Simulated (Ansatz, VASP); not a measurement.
**CdS: VASP beside Ansatz**

INCAR

```
SYSTEM = CdS
PREC = Accurate ; ENCUT = 500
EDIFF = 1E-6 ; ISMEAR = -1
SIGMA = 0.1 ; LREAL = .FALSE.
LASPH = .TRUE. ; NELM = 120
ALGO = Normal ; ISIF = 2
LWAVE = .FALSE. ; LCHARG = .FALSE.
GGA = PS ; NBANDS = 26
GGA_COMPAT = .FALSE.
```

The input KPOINTS:

```
Automatic mesh
0
G
  8 6 8
  0 0 0
```

The input POSCAR:

```
CdS
1.0
    3.8984400000      0.0000000000      0.0000000000
    0.0000000000      5.5114900000      0.0000000000
    0.0000000000      0.0000000000      3.8981000000
Cd S
2 2
Direct
    0.5000000000      0.5000000000      0.2430300000
    0.0000000000      0.0000000000      0.7569700000
    0.5000000000      0.0000000000      0.2551600000
    0.0000000000      0.5000000000      0.7448400000
```

Input for Ansatz:

```yaml
crystal:
  lattice:
    - [3.89844, 0.0, 0.0]
    - [0.0, 5.51149, 0.0]
    - [0.0, 0.0, 3.8981]
  atoms:
    - { symbol: Cd, position: [0.5, 0.5, 0.24303] }
    - { symbol: Cd, position: [0.0, 0.0, 0.75697] }
    - { symbol: S, position: [0.5, 0.0, 0.25516] }
    - { symbol: S, position: [0.0, 0.5, 0.74484] }
kpoints:
  mp_grid:
    grid: [8, 6, 8]
hamiltonian:
  xc: pbesol
scf:
  convergence:
    dr2_threshold: 1.0e-10
  occupations:
    method: fermi_dirac
    width: 0.1
output:
  stress: true
```

Alike in both runs: task single point; functional PBEsol; k mesh 8 × 6 × 8; occupations fermi-dirac, width 0.1 eV; no spin polarisation.

```csv
,VASP,Ansatz
version,VASP 6.6.1,Ansatz 0.2.0
potentials or method,"VASP PAW PBE potentials, release 64 (Cd, S)","plane waves, PAW"
plane-wave cutoff (eV),500,420
valence electrons in the cell,36,52
```

Ansatz gave:

* pressure (GPa): -4.6

Q: Estimate VASP's values.

A: Pressure (GPa): -4.2.

VASP's potentials were made for PBE, not for PBEsol. VASP's potentials hold 36 valence electrons a cell and Ansatz's 52, so a difference there can come from the potentials and not from the codes.
